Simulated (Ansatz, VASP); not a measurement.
# Two plane-wave programs on TiO2

```xyz
6
Lattice="4.6430 0.0000 0.0000 0.0000 4.6430 0.0000 0.0000 0.0000 2.9641" Properties=species:S:1:pos:R:3 pbc="T T T"
Ti    0.0000    0.0000    0.0000
Ti    2.3215    2.3215    1.4820
O     1.4166    1.4166    0.0000
O     0.9049    3.7381    1.4820
O     3.2265    3.2265    0.0000
O     3.7381    0.9049    1.4820
```

Alike in both runs: functional PBE; k mesh 6 × 6 × 10; occupations gaussian, width 0.02 eV; no spin polarisation.

Ansatz relaxed the structure, and its values are those at the end. VASP's run is a single point on that final structure, the one shown.

|  | VASP | Ansatz |
| --- | --- | --- |
| version | VASP 6.6.1 | Ansatz 0.2.0 |
| potentials or method | VASP PAW PBE potentials, release 64 (Ti_sv, O), cutoff 520 eV | scalar-relativistic, plane waves, PAW |
| valence electrons in the cell | 48 | 48 |

```tsv
	VASP	Ansatz	Ansatz less VASP
gap on the k mesh at the Fermi level (eV)	1.83	1.86	+0.024
least direct gap on the mesh (eV)	1.83	1.86	+0.024
pressure (GPa)	0.7	0.0	-0.66
rms of the force components (eV/Å)	0.012	0.002	-0.0100
```

The functional is the same, so the differences come from potentials, cutoffs and numerics.
